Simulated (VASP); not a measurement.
# BiBrO (P4/nmm) in VASP: notebook, part 2 of 2

VASP 6.6.1.

## (3) Single point, LDA

This run uses another cell than the first one, of 18.48 Å³/atom.

Input file INCAR:

```
SYSTEM = BiBrO
ALGO = Normal
EDIFF = 1E-6
ENCUT = 520
ISIF = 2
ISMEAR = 0
LASPH = .TRUE.
LCHARG = .FALSE.
LREAL = .FALSE.
LWAVE = .FALSE.
NBANDS = 37
NELM = 60
PREC = Accurate
SIGMA = 0.05
```

Input file KPOINTS:

```
k-points
0
G
  8 8 4
  0 0 0
```

Input file POSCAR:

```
BiBrO
1.0
    3.6885000000      0.0000000000      0.0000000000
    0.0000000000      3.6885000000      0.0000000000
    0.0000000000      0.0000000000      8.1496000000
Bi Br O
2 2 2
Direct
    0.0000000000      0.5000000000      0.1575579020
    0.5000000000      0.0000000000      0.8424420980
    0.0000000000      0.5000000000      0.6517216503
    0.5000000000      0.0000000000      0.3482783497
    0.0000000000      0.0000000000      0.0000000000
    0.5000000000      0.5000000000      0.0000000000
```

Potentials or basis: VASP PAW LDA potentials, release 64 (Bi_d, Br, O).

On the command line:

```
> cat potpaw_LDA.64/Bi_d/POTCAR potpaw_LDA.64/Br/POTCAR potpaw_LDA.64/O/POTCAR > POTCAR
> mpirun -np 1 vasp_std > vasp.out
```

OUTCAR:

```text
SYSTEM = BiBrO
   EDIFF = 1E-6
   ENCUT = 520
   ISIF = 2
   ISMEAR = 0
   LASPH = .TRUE.
   LREAL = .FALSE.
   NELM = 60
   PREC = Accurate

 ion  position               nearest neighbor table
   1  0.000  0.500  0.158-   5 2.25   6 2.25   5 2.25   6 2.25   4 3.04   4 3.04   4 3.04   4 3.04
                             2 3.66   2 3.66   2 3.66   2 3.66
   2  0.500  0.000  0.842-   5 2.25   6 2.25   6 2.25   5 2.25   3 3.04   3 3.04   3 3.04   3 3.04
                             1 3.66   1 3.66   1 3.66   1 3.66
   3  0.000  0.500  0.652-   2 3.04   2 3.04   2 3.04   2 3.04
   4  0.500  0.000  0.348-   1 3.04   1 3.04   1 3.04   1 3.04
   5  0.000  0.000  0.000-   1 2.25   2 2.25   1 2.25   2 2.25
   6  0.500  0.500  0.000-   1 2.25   2 2.25   2 2.25   1 2.25

  LATTYP: Found a simple tetragonal cell.
 ALAT       =     3.6885000000
 C/A-ratio  =     2.2094618409

  Lattice vectors:

 A1 = (   3.6885000000,   0.0000000000,   0.0000000000)
 A2 = (   0.0000000000,   3.6885000000,   0.0000000000)
 A3 = (   0.0000000000,   0.0000000000,   8.1496000000)

Analysis of symmetry for initial positions (statically):
=====================================================================
 Subroutine PRICEL returns:
 Original cell was already a primitive cell.

 Routine SETGRP: Setting up the symmetry group for a
 simple tetragonal supercell.

 Subroutine GETGRP returns: Found 16 space group operations
 (whereof  8 operations were pure point group operations)
 out of a pool of 16 trial point group operations.

The static configuration has the point symmetry D_2d.
 The point group associated with its full space group is D_4h.

Analysis of symmetry for dynamics (positions and initial velocities):
=====================================================================
 Subroutine PRICEL returns:
 Original cell was already a primitive cell.

 Routine SETGRP: Setting up the symmetry group for a
 simple tetragonal supercell.
[... 130 lines left out ...]
   EFERMI_NEDOS =   21; number of points for ismear=-14 and -15
   IALGO  =     38    algorithm
   IMIX   =      4    mixing-type and parameters
     AMIX     =   0.40;   BMIX     =  1.00
     AMIX_MAG =   1.60;   BMIX_MAG =  1.00
  volume/ion in A,a.u.               =      18.48       124.70
  Fermi-wavevector in a.u.,A,eV,Ry     =   1.303744  2.463718 23.126470  1.699748
  Thomas-Fermi vector in A             =   2.434725
   LORBIT       =      0    0 simple, 1 ext, 2 COOP (PROOUT), +10 PAW based schemes
   GGA     = CA    functional components
   LHFCALC =     F    Hartree Fock is set to
   AEXX    =    0.0000 exact exchange contribution
   IVDW    =     0    specifies the selected vdW correction
   LEPSILON=     F    determine dielectric tensor
   LRPA    =     F    only Hartree local field effects (RPA)
 non-spin polarized calculation
 Gauss-broadening in eV      SIGMA  =   0.05
  energy-cutoff  :      520.00
  volume of cell :      110.88
 maximum number of plane-waves:      3008
 NGX is ok and might be reduce to    28
   NGX = 13   NGY = 13   NGZ = 31

 number of electron      56.0000000 magnetization

 Free energy of the ion-electron system (eV)
  ---------------------------------------------------
  ext. energy  EPLUGINS =         0.00000000
  ---------------------------------------------------
  free energy    TOTEN  =       -31.54055300 eV

  energy without entropy =      -31.54055300  energy(sigma->0) =      -31.54055300

 E-fermi :   6.0336     XC(G=0): -10.9701

 val. band max:        5.8062217110   @ k =   0.3750   0.0000   0.5000
 cond. band min:       8.1323266753   @ k =   0.0000   0.0000   0.5000
 fundamental gap:      2.3261049643
 Fermi energy:         6.0335700405

 k-point     1 :       0.0000    0.0000    0.0000
  band No.  band energies     occupation
      1     -16.6906      2.00000
      2     -16.4135      2.00000
      3     -16.3623      2.00000
      4     -16.3623      2.00000
      5     -16.3301      2.00000
      6     -16.2841      2.00000
[... 949 lines left out ...]
     36      14.3035      0.00000
     37      14.8743      0.00000

 [... further k-points ...]
[... 5 lines left out ...]
  --------------------------------------------------------------------------------------
  -------------------------------------------------------------------------------------
  Total        8.7209645      8.7209645      3.4188120      0.0000000     -0.0000000      0.0000000
  in kB      126.0199294    126.0199294     49.4026149      0.0000000     -0.0000000      0.0000000
  external PRESSURE =     100.4808246 kB  Pullay stress =       0.0000000 kB

 VOLUME and BASIS-vectors are now :
 -----------------------------------------------------------------------------
  energy-cutoff  :      520.00
  volume of cell :      110.88
      direct lattice vectors                 reciprocal lattice vectors
     3.688500000  0.000000000  0.000000000     0.271112919  0.000000000  0.000000000
     0.000000000  3.688500000  0.000000000     0.000000000  0.271112919  0.000000000
     0.000000000  0.000000000  8.149600000     0.000000000  0.000000000  0.122705409

 POSITION                                       TOTAL-FORCE (eV/Angst)
 -----------------------------------------------------------------------------------
      0.00000      1.84425      1.28403        -0.000000     -0.000000      0.413151
      1.84425      0.00000      6.86557         0.000000     -0.000000     -0.413151
      0.00000      1.84425      5.31127        -0.000000     -0.000000     -0.271426
      1.84425      0.00000      2.83833        -0.000000      0.000000      0.271426
      0.00000      0.00000      0.00000         0.000000     -0.000000      0.000000
      1.84425      1.84425      0.00000        -0.000000      0.000000      0.000000
 -----------------------------------------------------------------------------------
    total drift:                                0.000000      0.000000     -0.000000

  FREE ENERGIE OF THE ION-ELECTRON SYSTEM (eV)
  ---------------------------------------------------
  free  energy   TOTEN  =       -31.5405530015 eV

  energy  without entropy=      -31.5405530015  energy(sigma->0) =      -31.54055300
```

Wall time 82 s (1 thread of AMD EPYC 9R45 (Zen 5), shared host); peak memory 0.25 GiB.

What came out:

| Item | Value |
| --- | --- |
| Free energy | -31.5406 eV |
| Pressure | 10.0 GPa |
| Largest force | 0.413 eV/Å |
| Band gap on the k mesh | 2.33 eV (least direct gap 2.76 eV) |

Forces on the atoms (eV/Å):
```
Bi   0.000  0.000  0.413
Bi   0.000  0.000 -0.413
Br   0.000  0.000 -0.271
Br   0.000  0.000  0.271
O    0.000  0.000  0.000
O    0.000  0.000  0.000
```

Stress tensor (GPa, compression positive):
```
12.60  0.00  0.00
 0.00 12.60  0.00
 0.00  0.00  4.94
```

Caveat: the stress differs along the axes, from 5 to 13 GPa; spin-orbit coupling is left out, which moves the levels of the heavy elements. A k mesh can miss the band edges.
